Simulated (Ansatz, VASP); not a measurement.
## BaF2: VASP beside Ansatz

```
Ba F
1.0
     0.00000    3.12339    3.12339
     3.12339    0.00000    3.12339
     3.12339    3.12339    0.00000
Ba F
1 2
Direct
  0.00000 0.00000 0.00000
  0.25000 0.25000 0.25000
  0.75000 0.75000 0.75000
```

Alike in both runs: task single point; functional revPBE; k mesh 6 × 6 × 6; occupations gaussian, width 0.05 eV; no spin polarisation.

```csv
,VASP,Ansatz
version,VASP 6.6.1,Ansatz 0.2.0
potentials or method,"VASP PAW PBE potentials, release 64 (Ba_sv, F), cutoff 600 eV","scalar-relativistic, plane waves, PAW"
valence electrons in the cell,24,24
```

VASP gave:

| Property | Result |
| --- | --- |
| gap on the k mesh at the Fermi level (eV) | 6.97 |
| least direct gap on the mesh (eV) | 7.02 |
| pressure (GPa) | 3.0 |

Task: What did Ansatz give for the same quantities?

Result: gap on the k mesh at the Fermi level (eV): 7.04; least direct gap on the mesh (eV): 7.10; pressure (GPa): 2.1.

VASP's potentials were made for PBE, not for revPBE. With one functional, cell and mesh, what is left measures potentials, basis and numerics.

Spin-orbit coupling is off throughout.
